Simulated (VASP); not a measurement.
The system is ZrIn2Se3.

```
Zr In Se
1.0
     3.88101    0.00000    0.00000
     0.00000    3.88101    0.00000
     0.00000    0.00000    8.70453
Zr In Se
1 2 3
Direct
  0.50000 0.50000 0.00000
  0.50000 0.00000 0.73448
  0.00000 0.50000 0.26552
  0.50000 0.00000 0.38616
  0.00000 0.50000 0.61384
  0.00000 0.00000 0.00000
```

```yaml
Program: VASP 6.6.1
Task: relaxation of cell and atoms
Functional: PBE
Potentials_or_basis: VASP PAW PBE potentials, release 64 (Zr_sv, In_d, Se)
Cutoff: 600 eV
k_mesh: 4 × 4 × 2
Occupations: gaussian, width 0.1 eV
Spin: no spin polarisation
```

At the start: pressure 4.8 GPa; volume 21.85 Å³/atom.

Q: How do energy, volume and symmetry change on relaxing?

A: Over 17 steps the energy falls by 148.1 meV/atom and the volume is 23.40 Å³/atom (+7.1 %); space group P-4m2 (No. 115, to 0.05 Å).

Step by step:
| step | energy change (eV) | largest force (eV/Å) | pressure (GPa) | volume (Å³) |
| --- | --- | --- | --- | --- |
| 1 | 0.0000 | 1.8979 | 4.78 | 131.11 |
| 2 | -0.5617 | 0.9805 | -1.95 | 143.79 |
| 3 | -0.5965 | 0.7747 | -3.43 | 148.10 |
| 4 | -0.8407 | 0.1978 | 0.35 | 142.18 |
| 5 | -0.8407 | 0.1944 | 0.38 | 142.14 |
| 6 | -0.8514 | 0.1420 | 0.03 | 142.92 |
| 7 | -0.8612 | 0.0562 | -0.69 | 144.63 |
| 8 | -0.8694 | 0.0351 | -0.32 | 143.60 |
| 9 | -0.8761 | 0.0644 | 0.51 | 141.52 |
| 10 | -0.8816 | 0.0648 | 0.32 | 141.45 |
| 11 | -0.8865 | 0.0589 | 0.01 | 141.26 |
| 12 | -0.8866 | 0.0637 | -0.04 | 141.23 |
| 13 | -0.8866 | 0.0650 | -0.04 | 141.22 |
| 14 | -0.8872 | 0.0579 | 0.00 | 141.10 |
| 15 | -0.8884 | 0.0485 | 0.13 | 140.75 |
| 16 | -0.8884 | 0.0271 | 0.40 | 140.05 |
| 17 | -0.8889 | 0.0397 | 0.25 | 140.41 |

Final structure:
```
Zr In Se
1.0
     3.92481    0.00000    0.00000
     0.00000    3.92481    0.00000
     0.00000    0.00000    9.11524
Zr In Se
1 2 3
Direct
  0.50000 0.50000 0.00000
  0.50000 0.00000 0.69687
  0.00000 0.50000 0.30313
  0.50000 0.00000 0.36219
  0.00000 0.50000 0.63781
  0.00000 0.00000 0.00000
```

Caveat: the k points lie up to 0.40 Å⁻¹ apart in the final cell.
